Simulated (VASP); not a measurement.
Input of a VASP 6.6.1 run:

INCAR

```
SYSTEM = HC4
PREC = Accurate ; ENCUT = 520
EDIFF = 1E-7 ; ISMEAR = 0
SIGMA = 0.1 ; LREAL = .FALSE.
LASPH = .TRUE. ; NELM = 100
ALGO = Normal ; ISIF = 2
LWAVE = .FALSE. ; LCHARG = .FALSE.
LDIPOL = .TRUE. ; IDIPOL = 3
DIPOL = 0.5 0.5 0.231 ; GGA = PE
IVDW = 12 ; NBANDS = 28
```

KPOINTS

```
regular mesh
0
G
  6 6 1
  0 0 0
```

Contents of POSCAR:

```
HC4
1.0
    4.9314011428      0.0000000001      0.0000000000
   -2.4657005715      4.2707186659      0.0000000000
    0.0000000000      0.0000000000     18.0000000000
C H
8 2
Direct
    0.1666666667      0.3333333333      0.2222222222
    0.1666666667      0.8333333333      0.2222222222
    0.6666666667      0.3333333333      0.2222222222
    0.6666666667      0.8333333333      0.2222222222
    0.3333333333      0.1666666667      0.2222222222
    0.3333333333      0.6666666667      0.2222222222
    0.8333333333      0.1666666667      0.2222222222
    0.8333333333      0.6666666667      0.2222222222
    0.1302565185      0.1302577926      0.2650000000
    0.3697434815      0.3697422074      0.2650000000
```

Potentials or basis: VASP PAW PBE potentials, release 64 (C, H).

Launch:

```sh
$ cat potpaw_PBE.64/C/POTCAR potpaw_PBE.64/H/POTCAR > POTCAR
$ mpirun -np 1 vasp_std > vasp.out
```

(1) What does it give for the band gap on the k mesh?

(2) What does it give for the largest force?

Answers

(1) zero (band 17 reaches -0.49 eV, above the bottom of band 18 at -1.74 eV).

(2) 5.927 eV/Å.
